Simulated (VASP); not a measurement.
# Nb (Im-3m) in VASP: further runs

Runs on Nb. Level: PBE. Tasks: single point, relaxation of cell and atoms.

Everything below comes from runs of VASP 6.6.1. Logs are shortened: lines on timing, memory, paths and dates and some standing lists are left out, and cuts for length are marked.

## (1) The cell of the first run

The structure is cubic, space group Im-3m (No. 229). Conventional cell: a = 3.308 Å, b = 3.308 Å, c = 3.308 Å, α = 90.00°, β = 90.00°, γ = 90.00°. Nb (site symmetry m-3m) has 14 Nb at 2.87 to 3.31 Å within 3.8 Å.

## (2) Single point, PBE

File INCAR:

```
PREC = Accurate ; ENCUT = 520
EDIFF = 1E-6 ; ISMEAR = -1
SIGMA = 0.05 ; LREAL = F
LASPH = T ; NELM = 80
ALGO = Normal ; ISIF = 2
LWAVE = F ; LCHARG = F
GGA = PE ; NBANDS = 12
```

File KPOINTS:

```
Automatic mesh
0
Gamma
  9 9 9
```

File POSCAR:

```
Nb
1.0
    1.6541430453      1.6541430453      1.6541430453
   -1.6541430453      1.6541430453      1.6541430453
   -1.6541430453     -1.6541430453      1.6541430453
Nb
1
Direct
    0.0000000000      0.0000000000      0.0000000000
```

Potentials or basis: VASP PAW PBE potentials, release 64 (Nb_sv).

Command:

```sh
> cat potpaw_PBE.64/Nb_sv/POTCAR > POTCAR
> mpirun -np 1 vasp_std > vasp.out
```

OUTCAR:

```text
PREC = Accurate
   ENCUT = 520
   EDIFF = 1E-6
   ISMEAR = -1
   LREAL = F
   LASPH = T
   NELM = 80
   ISIF = 2
   GGA = PE

 ion  position               nearest neighbor table
   1  0.000  0.000  0.000-

  LATTYP: Found a body centered cubic cell.
 ALAT       =     3.3082860906

  Lattice vectors:

 A1 = (   1.6541430453,  -1.6541430453,  -1.6541430453)
 A2 = (   1.6541430453,   1.6541430453,   1.6541430453)
 A3 = (  -1.6541430453,  -1.6541430453,   1.6541430453)

Analysis of symmetry for initial positions (statically):
=====================================================================
 Subroutine PRICEL returns:
 Original cell was already a primitive cell.

 Routine SETGRP: Setting up the symmetry group for a
 body centered cubic supercell.

 Subroutine GETGRP returns: Found 48 space group operations
 (whereof 48 operations were pure point group operations)
 out of a pool of 48 trial point group operations.

The static configuration has the point symmetry O_h .

Analysis of symmetry for dynamics (positions and initial velocities):
=====================================================================
 Subroutine PRICEL returns:
 Original cell was already a primitive cell.

 Routine SETGRP: Setting up the symmetry group for a
 body centered cubic supercell.

 Subroutine GETGRP returns: Found 48 space group operations
 (whereof 48 operations were pure point group operations)
 out of a pool of 48 trial point group operations.

The dynamic configuration has the point symmetry O_h .

 Subroutine INISYM returns: Found 48 space group operations
 (whereof 48 operations are pure point group operations),
 and found     1 'primitive' translations

----------------------------------------------------------------------------------------

                                     Primitive cell

  volume of cell :      18.1042

  direct lattice vectors                    reciprocal lattice vectors
     1.654143045  1.654143045  1.654143045     0.302271319  0.000000000  0.302271319
    -1.654143045  1.654143045  1.654143045    -0.302271319  0.302271319  0.000000000
    -1.654143045 -1.654143045  1.654143045     0.000000000 -0.302271319  0.302271319

  length of vectors
     2.865059797  2.865059797  2.865059797     0.427476199  0.427476199  0.427476199

  position of ions in fractional coordinates (direct lattice)
     0.000000000  0.000000000  0.000000000

  ion indices of the primitive-cell ions
   primitive index   ion index
                 1           1

----------------------------------------------------------------------------------------

 KPOINTS: Automatic mesh

Automatic generation of k-mesh.
 Grid dimensions read from file:
 generate k-points for:    9    9    9

 Generating k-lattice:

  Cartesian coordinates                     Fractional coordinates (reciprocal lattice)
     0.033585702  0.000000000  0.033585702     0.111111111  0.000000000  0.000000000
    -0.033585702  0.033585702  0.000000000     0.000000000  0.111111111  0.000000000
     0.000000000 -0.033585702  0.033585702     0.000000000  0.000000000  0.111111111

  Length of vectors
     0.047497355  0.047497355  0.047497355

  Shift w.r.t. Gamma in fractional coordinates (k-lattice)
     0.000000000  0.000000000  0.000000000

 Subroutine IBZKPT returns following result:
 ===========================================

 Found     35 irreducible k-points:

 Following reciprocal coordinates:
            Coordinates               Weight
  0.000000  0.000000  0.000000      1.000000
  0.111111  0.000000  0.000000     12.000000
  0.222222  0.000000  0.000000     12.000000
  0.333333  0.000000  0.000000     12.000000
  0.444444  0.000000  0.000000     12.000000
  0.222222  0.111111  0.000000     24.000000
[... 16 lines left out ...]
  0.111111 -0.444444  0.111111     24.000000
  0.222222 -0.444444  0.111111     24.000000
 [... further k-points ...]
   k-points           NKPTS =     35   k-points in BZ     NKDIM =     35   number of bands    NBANDS=     12
   number of dos      NEDOS =    301   number of ions     NIONS =      1
   total plane-waves  NPLWV =  13824
   dimension x,y,z NGX =    24 NGY =   24 NGZ =   24
   dimension x,y,z NGXF=    48 NGYF=   48 NGZF=   48
   ions per type =               1
   NGX,Y,Z   is equivalent  to a cutoff of  13.93, 13.93, 13.93 a.u.
   NGXF,Y,Z  is equivalent  to a cutoff of  27.85, 27.85, 27.85 a.u.
 SYSTEM =  unknown system
   PREC   = accura    normal or accurate (medium, high low for compatibility)
   ISTART =      0    job   : 0-new  1-cont  2-samecut
   ICHARG =      2    charge: 1-file 2-atom 10-const
   ISPIN  =      1    spin polarized calculation?
   LNONCOLLINEAR =      F non collinear calculations
   LSORBIT =      F    spin-orbit coupling
   LASPH  =      T    aspherical Exc in radial PAW
   ENCUT  =  520.0 eV  38.22 Ry    6.18 a.u.   5.33  5.33  5.33*2*pi/ulx,y,z
   NELM   =     80;   NELMIN=  2; NELMDL= -5     # of ELM steps
   EDIFF  = 0.1E-05   stopping-criterion for ELM
   LREAL  =      F    real-space projection
   EDIFFG = 0.1E-04   stopping-criterion for IOM
   NSW    =      0    number of steps for IOM
   IBRION =     -1    ionic relax: 0-MD 1-quasi-New 2-CG
   NFREE  =      0    steps in history (QN), initial steepest desc. (CG)
   ISIF   =      2    stress and relaxation
   ISYM   =      2    0-nonsym 1-usesym 2-fastsym
   POTIM  = 0.5000    time-step for ionic-motion
   TEBEG  =    0.0;   TEEND  =   0.0 temperature during run
   PSTRESS=    0.0 pullay stress
   NELECT =      13.0000    total number of electrons
   NUPDOWN=      -1.0000    fix difference up-down
   EMIN   =  10.00;   EMAX   =-10.00  energy-range for DOS
   EFERMI =   0.00;   METHOD = LEGACY
   ISMEAR =    -1;   SIGMA  =   0.05  broadening in eV -4-tet -1-fermi 0-gaus
   EFERMI_NEDOS =   21; number of points for ismear=-14 and -15
   IALGO  =     38    algorithm
   IMIX   =      4    mixing-type and parameters
     AMIX     =   0.40;   BMIX     =  1.00
     AMIX_MAG =   1.60;   BMIX_MAG =  1.00
  volume/ion in A,a.u.               =      18.10       122.17
  Fermi-wavevector in a.u.,A,eV,Ry     =   1.465985  2.770310 29.240448  2.149112
  Thomas-Fermi vector in A             =   2.581777
   LORBIT       =      0    0 simple, 1 ext, 2 COOP (PROOUT), +10 PAW based schemes
   GGA     = PE    functional components
   LHFCALC =     F    Hartree Fock is set to
   AEXX    =    0.0000 exact exchange contribution
   IVDW    =     0    specifies the selected vdW correction
   LEPSILON=     F    determine dielectric tensor
   LRPA    =     F    only Hartree local field effects (RPA)
 non-spin polarized calculation
  energy-cutoff  :      520.00
  volume of cell :       18.10
 maximum number of plane-waves:       498
 NGX is ok and might be reduce to    24
   NGX = 11   NGY = 11   NGZ = 11

 number of electron      13.0000000 magnetization

 Free energy of the ion-electron system (eV)
  ---------------------------------------------------
  ext. energy  EPLUGINS =         0.00000000
  ---------------------------------------------------
  free energy    TOTEN  =       -10.23158076 eV

  energy without entropy =      -10.21956511  energy(sigma->0) =      -10.22557293

 E-fermi :  11.1131     XC(G=0): -12.4729

 val. band max:       11.1032628095   @ k =   0.3333   0.2222   0.1111
 cond. band min:      11.1834057825   @ k =   0.1111   0.0000   0.0000
 fundamental gap:      0.0801429731
 Fermi energy:        11.1131403114

 k-point     1 :       0.0000    0.0000    0.0000
  band No.  band energies     occupation
      1     -43.2597      2.00000
      2     -18.5684      2.00000
      3     -18.5684      2.00000
      4     -18.5684      2.00000
      5       5.1731      2.00000
      6      11.4797      0.00131
      7      11.4797      0.00131
      8      11.4797      0.00131
      9      14.3723      0.00000
     10      14.3723      0.00000
     11      25.3144      0.00000
     12      25.3144      0.00000

 k-point     2 :       0.1111    0.0000    0.0000
  band No.  band energies     occupation
      1     -43.2321      2.00000
      2     -18.7358      2.00000
      3     -18.6194      2.00000
      4     -18.5698      2.00000
      5       5.6657      2.00000
      6      11.1834      0.39395
      7      11.3850      0.00866
      8      11.9600      0.00000
      9      13.9853      0.00000
     10      14.3788      0.00000
     11      25.6789      0.00000
     12      26.1742      0.00000

 k-point     3 :       0.2222    0.0000    0.0000
  band No.  band energies     occupation
      1     -43.1616      2.00000
      2     -19.1450      2.00000
      3     -18.7465      2.00000
      4     -18.5734      2.00000
      5       6.8324      2.00000
      6      10.5239      1.99998
      7      11.0368      1.64291
      8      13.3261      0.00000
      9      13.7934      0.00000
     10      14.4733      0.00000
     11      25.7214      0.00000
     12      27.2567      0.00000
[... 286 lines left out ...]
 k-point    23 :       0.1111   -0.4444    0.1111
  band No.  band energies     occupation
      1     -43.0172      2.00000
      2     -19.7351      2.00000
      3     -19.0718      2.00000
      4     -18.7349      2.00000
      5       8.3895      2.00000
      6       9.4636      2.00000
      7      11.6887      0.00002
      8      14.6666      0.00000
      9      15.0936      0.00000
     10      19.0283      0.00000
     11      22.3764      0.00000
     12      23.8111      0.00000

 k-point    24 :       0.2222   -0.4444    0.1111
  band No.  band energies     occupation
      1     -43.0193      2.00000
      2     -19.6333      2.00000
      3     -19.0832      2.00000
      4     -18.8338      2.00000
      5       9.1006      2.00000
      6       9.7282      2.00000
      7      10.4424      2.00000
      8      14.7395      0.00000
      9      15.0896      0.00000
     10      19.5391      0.00000
     11      22.5329      0.00000
     12      24.3651      0.00000

 [... further k-points ...]

------------------------ aborting loop because EDIFF is reached ----------------------------------------

  FORCE on cell =-STRESS in cart. coord.  units (eV):
  Direction    XX          YY          ZZ          XY          YZ          ZX
  --------------------------------------------------------------------------------------
  -------------------------------------------------------------------------------------
  Total       -0.0361125     -0.0361125     -0.0361125      0.0000000     -0.0000000      0.0000000
  in kB       -3.1958678     -3.1958678     -3.1958678      0.0000000     -0.0000000      0.0000000
  external PRESSURE =      -3.1958678 kB  Pullay stress =       0.0000000 kB

 VOLUME and BASIS-vectors are now :
 -----------------------------------------------------------------------------
  energy-cutoff  :      520.00
  volume of cell :       18.10
      direct lattice vectors                 reciprocal lattice vectors
     1.654143045  1.654143045  1.654143045     0.302271319  0.000000000  0.302271319
    -1.654143045  1.654143045  1.654143045    -0.302271319  0.302271319  0.000000000
    -1.654143045 -1.654143045  1.654143045     0.000000000 -0.302271319  0.302271319

 POSITION                                       TOTAL-FORCE (eV/Angst)
 -----------------------------------------------------------------------------------
      0.00000      0.00000      0.00000        -0.000000      0.000000      0.000000
 -----------------------------------------------------------------------------------
    total drift:                                0.000000     -0.000000      0.000000

  FREE ENERGIE OF THE ION-ELECTRON SYSTEM (eV)
  ---------------------------------------------------
  free  energy   TOTEN  =       -10.2315807618 eV

  energy  without entropy=      -10.2195651081  energy(sigma->0) =      -10.22557293
```

Wall time 9.8 s (1 thread of Intel Xeon 8259CL, shared host); peak memory 0.14 GiB.

What came out:

```
Free energy            : -10.2316 eV
Pressure               : -0.3 GPa
Band gap on the k mesh : zero (an odd number of electrons rules out a gap without spin polarisation)
```

Levels at points of the mesh, in eV from the Fermi level:
```
           k point  band 3  band 4  band 5  band 6  band 7  band 8  band 9  band 10
(0.00, 0.00, 0.00)  -29.68  -29.68   -5.94    0.37    0.37    0.37    3.26     3.26
```

## (3) Relaxation of cell and atoms, PBE

File INCAR:

```
SYSTEM = Nb
ALGO = Normal
EDIFF = 1E-6
EDIFFG = -0.03
ENCUT = 600
GGA = PE
IBRION = 2
ISIF = 3
ISMEAR = -1
LASPH = .True.
LCHARG = .False.
LREAL = .False.
LWAVE = .False.
NELM = 60
NSW = 80
PREC = Accurate
SIGMA = 0.05
```

File KPOINTS:

```
k-points
0
Gamma
  9 9 9
  0 0 0
```

POSCAR is that of step 2.

Potentials or basis: VASP PAW PBE potentials, release 64 (Nb_sv).

Command:

```sh
> cat potpaw_PBE.64/Nb_sv/POTCAR > POTCAR
> mpirun -np 1 vasp_std > vasp.out
```

OUTCAR:

```text
SYSTEM = Nb
   EDIFF = 1E-6
   EDIFFG = -0.03
   ENCUT = 600
   GGA = PE
   IBRION = 2
   ISIF = 3
   ISMEAR = -1
   LASPH = .True.
   LREAL = .False.
   NELM = 60
   NSW = 80
   PREC = Accurate

 ion  position               nearest neighbor table
   1  0.000  0.000  0.000-

  LATTYP: Found a body centered cubic cell.
 ALAT       =     3.3082860906

  Lattice vectors:

 A1 = (   1.6541430453,  -1.6541430453,  -1.6541430453)
 A2 = (   1.6541430453,   1.6541430453,   1.6541430453)
 A3 = (  -1.6541430453,  -1.6541430453,   1.6541430453)

Analysis of symmetry for initial positions (statically):
=====================================================================
 Subroutine PRICEL returns:
 Original cell was already a primitive cell.

 Routine SETGRP: Setting up the symmetry group for a
 body centered cubic supercell.

 Subroutine GETGRP returns: Found 48 space group operations
 (whereof 48 operations were pure point group operations)
 out of a pool of 48 trial point group operations.

The static configuration has the point symmetry O_h .

Analysis of symmetry for dynamics (positions and initial velocities):
=====================================================================
[... 166 lines left out ...]
  external PRESSURE =      -2.9411542 kB  Pullay stress =       0.0000000 kB
[... 57 lines left out ...]
--------------------------------------- Ionic step        3  -------------------------------------------

 number of electron      13.0000000 magnetization

 Free energy of the ion-electron system (eV)
  ---------------------------------------------------
  ext. energy  EPLUGINS =         0.00000000
  ---------------------------------------------------
  free energy    TOTEN  =       -10.23153737 eV

  energy without entropy =      -10.21954883  energy(sigma->0) =      -10.22554310

 E-fermi :  11.1373     XC(G=0): -12.4821

 val. band max:       11.1265756776   @ k =   0.3333   0.2222   0.1111
 cond. band min:      11.2060791043   @ k =   0.1111   0.0000   0.0000
 fundamental gap:      0.0795034267
 Fermi energy:        11.1372516257

 k-point     1 :       0.0000    0.0000    0.0000
  band No.  band energies     occupation
      1     -43.2339      2.00000
      2     -18.5390      2.00000
      3     -18.5390      2.00000
      4     -18.5390      2.00000
      5       5.1930      2.00000
      6      11.5030      0.00133
      7      11.5030      0.00133
      8      11.5030      0.00133
      9      14.4013      0.00000
     10      14.4013      0.00000
[... 287 lines left out ...]
 k-point    24 :       0.2222   -0.4444    0.1111
  band No.  band energies     occupation
      1     -42.9917      2.00000
      2     -19.6097      2.00000
      3     -19.0567      2.00000
      4     -18.8059      2.00000
      5       9.1209      2.00000
      6       9.7493      2.00000
      7      10.4676      2.00000
      8      14.7702      0.00000
      9      15.1214      0.00000
     10      19.5809      0.00000

 [... further k-points ...]

------------------------ aborting loop because EDIFF is reached ----------------------------------------

  FORCE on cell =-STRESS in cart. coord.  units (eV):
  Direction    XX          YY          ZZ          XY          YZ          ZX
  --------------------------------------------------------------------------------------
  -------------------------------------------------------------------------------------
  Total        0.0025144      0.0025144      0.0025144      0.0000000      0.0000000      0.0000000
  in kB        0.2229109      0.2229109      0.2229109      0.0000000      0.0000000      0.0000000
  external PRESSURE =       0.2229109 kB  Pullay stress =       0.0000000 kB
[... 16 lines left out ...]
  FREE ENERGIE OF THE ION-ELECTRON SYSTEM (eV)
  ---------------------------------------------------
  free  energy   TOTEN  =       -10.2315373702 eV

  energy  without entropy=      -10.2195488298  energy(sigma->0) =      -10.22554310

 reached required accuracy - stopping structural energy minimisation
```

Run time: 23 s. Hardware: 1 thread of Intel Xeon 8259CL, shared host; peak memory 0.14 GiB.

What came out:

| Quantity | Value |
| --- | --- |
| Free energy | -10.2315 eV |
| Relaxed volume | 18.07 Å³/atom |
| Relaxed cell | a = 2.863 Å, b = 2.863 Å, c = 2.863 Å, α = 70.53°, β = 109.47°, γ = 70.53° |
| Space group after relaxing (to 0.1 Å) | Im-3m (No. 229) |
| Energy gained by relaxing | 0.0 meV/atom |
| Ionic steps | 3 |
| Pressure after relaxing | 0.0 GPa |
| Band gap on the k mesh | zero (an odd number of electrons rules out a gap without spin polarisation) |

Final structure:
```
Nb
1.0
     1.65318    1.65318    1.65318
    -1.65318    1.65318    1.65318
    -1.65318   -1.65318    1.65318
Nb
1
Cartesian
  0.0000 0.0000 0.0000
```

## (4) Relaxation of cell and atoms, PBE

This run uses another cell than the first one, of 18.46 Å³/atom.

File INCAR:

```
PREC = Accurate ; ENCUT = 600
EDIFF = 1E-7 ; ISMEAR = -1
SIGMA = 0.05 ; LREAL = False
LASPH = True ; NELM = 80
ALGO = Normal ; ISIF = 3
LWAVE = False ; LCHARG = False
GGA = PE ; IBRION = 2
NSW = 80 ; EDIFFG = -0.03
```

File KPOINTS:

```
regular mesh
0
Gamma
  9 9 9
```

File POSCAR:

```
Nb
1.0
    1.6650000000      1.6650000000      1.6650000000
   -1.6650000000      1.6650000000      1.6650000000
   -1.6650000000     -1.6650000000      1.6650000000
Nb
1
Direct
    0.0000000000      0.0000000000      0.0000000000
```

Command:

```sh
> cat potpaw_PBE.64/Nb_sv/POTCAR > POTCAR
> mpirun -np 1 vasp_std > vasp.out
```

It took 34 s on 1 thread of Intel Xeon 8259CL, shared host; peak memory 0.14 GiB.

The run converged. Its results:

```
Free energy                           : -10.2317 eV
Relaxed volume                        : 18.08 Å³/atom
Relaxed cell                          : a = 2.864 Å, b = 2.864 Å, c = 2.864 Å, α = 70.53°, β = 109.47°, γ = 70.53°
Space group after relaxing (to 0.1 Å) : Im-3m (No. 229)
Energy gained by relaxing             : 4.3 meV/atom
Ionic steps                           : 3
Pressure after relaxing               : 0.0 GPa
Band gap on the k mesh                : zero (an odd number of electrons rules out a gap without spin polarisation)
```

The path:
```tsv
step	energy change (eV)	largest force (eV/Å)	pressure (GPa)	volume (Å³)
1	0.0000	0.0000	-3.51	18.46
2	0.0096	0.0000	6.92	17.40
3	-0.0043	0.0000	-0.04	18.08
```

Final structure:
```xyz
1
Lattice="1.6533 1.6533 1.6533 -1.6533 1.6533 1.6533 -1.6533 -1.6533 1.6533" Properties=species:S:1:pos:R:3 pbc="T T T"
Nb    0.0000    0.0000    0.0000
```

Levels at points of the mesh, in eV from the Fermi level:
| k point | band 4 | band 5 | band 6 | band 7 | band 8 | band 9 |
| --- | --- | --- | --- | --- | --- | --- |
| (0.00, 0.00, 0.00) | -29.68 | -5.94 | 0.37 | 0.37 | 0.37 | 3.26 |

## (5) Summary

| task | cell | cutoff (eV) | gap on the mesh (eV) | pressure (GPa) | relaxed volume (Å³/atom) |
| --- | --- | --- | --- | --- | --- |
| single point | a = 2.865 Å, angles 70.5, 109.5, 70.5°, 1 atom | 520 | none | -0.3 | - |
| relaxation of cell and atoms | relaxed from a = 2.865 Å, angles 70.5, 109.5, 70.5°, 1 atom | 600 | none | 0.0 | 18.07 |
| relaxation of cell and atoms | relaxed from a = 2.884 Å, angles 70.5, 109.5, 70.5°, 1 atom | 600 | none | 0.0 | 18.08 |

Alike in all rows: level PBE; potentials or basis VASP PAW PBE potentials, release 64 (Nb_sv); no spin polarisation; k mesh 9 × 9 × 9; smearing fermi-dirac 0.05 eV.

Total energies depend on the potentials used, so only differences within one code and one set of settings carry meaning.
